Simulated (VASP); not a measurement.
Set up this calculation in VASP 6.6.1, as the native input.

```
Task                   : relaxation of shape and atoms at fixed volume
Functional             : PBE
Potentials or basis    : VASP PAW PBE potentials, release 64 (Ni)
Cutoff                 : 600 eV
k mesh                 : 9 × 9 × 12
Occupations            : fermi-dirac, width 0.08 eV
Spin                   : collinear spin, ferromagnetic start
Starting moments       : [1.0, 1.0, 1.0] μB
Dipole correction      : no
Further INCAR settings : ALGO = Normal; EDIFF = 1e-06; IBRION = 2; EDIFFG = -0.005; NSW = 50; ISIF = 4
```

The structure of Ni lies in POSCAR:

```
Ni
1.0
    3.8253998690      0.0000000000      0.0000000000
   -1.9126999345      3.3128934662      0.0000000000
    0.0000000000      0.0000000000      2.3182973342
Ni
3
Direct
    0.0000000000      0.0000000000      0.0000000000
    0.3333333333      0.6666666667      0.5000000000
    0.6666666667      0.3333333333      0.5000000000
```

This isn't the form of Ni at room conditions, which is fcc.

The input as run:

INCAR

```
SYSTEM = Ni
PREC = Accurate
ENCUT = 600
EDIFF = 1E-6
ISMEAR = -1
SIGMA = 0.08
LREAL = .FALSE.
LASPH = .TRUE.
NELM = 150
ALGO = Normal
ISIF = 4
LWAVE = .FALSE.
LCHARG = .FALSE.
ISPIN = 2
MAGMOM = 1 1 1
LORBIT = 11
LMAXMIX = 4
GGA = PE
IBRION = 2
NSW = 50
EDIFFG = -0.005
```

KPOINTS

```
regular mesh
0
G
  9 9 12
  0 0 0
```

Potentials or basis: VASP PAW PBE potentials, release 64 (Ni).

Launch:

```console
$ cat potpaw_PBE.64/Ni/POTCAR > POTCAR
$ mpirun -np 1 vasp_std > vasp.out
```

Results of the run:

```json
{
  "Energy gained by relaxing": "0.3 meV/atom",
  "Ionic steps": "3",
  "Pressure after relaxing": "31.8 GPa",
  "Net moment": "1.57 μB per cell",
  "Site moments": "Ni +0.50, +0.54 (each value once) μB",
  "Valence electrons inside the program's atomic spheres": "Ni 9.47, 9.57 (each value once)"
}
```

Run time: 110 s on 1 thread of AMD EPYC 9R45 96-Core Processor (Zen 5), with other jobs on the host, peak memory 0.2 GiB.
